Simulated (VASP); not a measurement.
A run of VASP 6.6.1:

File INCAR:

```
ALGO = Normal
EDIFF = 1E-7
ENCUT = 520
GGA = PS
ISIF = 2
ISMEAR = 0
LASPH = True
LCHARG = False
LREAL = False
LWAVE = False
NBANDS = 24
NELM = 100
PREC = Accurate
SIGMA = 0.02
```

Contents of KPOINTS:

```
k-points
0
Gamma
  6 6 6
```

The input POSCAR:

```
KMgF3
1.0
    3.9908822784      0.0000000000      0.0000000000
    0.0000000000      3.9908822784      0.0000000000
    0.0000000000      0.0000000000      3.9908822784
K Mg F
1 1 3
Direct
    0.5000000000      0.5000000000      0.5000000000
    0.0000000000      0.0000000000      0.0000000000
    0.5000000000      0.0000000000      0.0000000000
    0.0000000000      0.5000000000      0.0000000000
    0.0000000000      0.0000000000      0.5000000000
```

Potentials or basis: VASP PAW PBE potentials, release 64 (K_sv, Mg, F).

The run is started by

```bash
$ cat potpaw_PBE.64/K_sv/POTCAR potpaw_PBE.64/Mg/POTCAR potpaw_PBE.64/F/POTCAR > POTCAR
$ mpirun -np 1 vasp_std > vasp.out
```

Hardware: 1 thread of Intel(R) Xeon(R) Platinum 8259CL CPU @ 2.50GHz (Skylake/Cascade Lake), on a shared host.

How long does it take, and how much memory?

Run time: 44 s on 1 thread of Intel(R) Xeon(R) Platinum 8259CL CPU @ 2.50GHz (Skylake/Cascade Lake) (shared host), peak memory 0.18 GiB. Counts: scf iterations 15, k points 20.
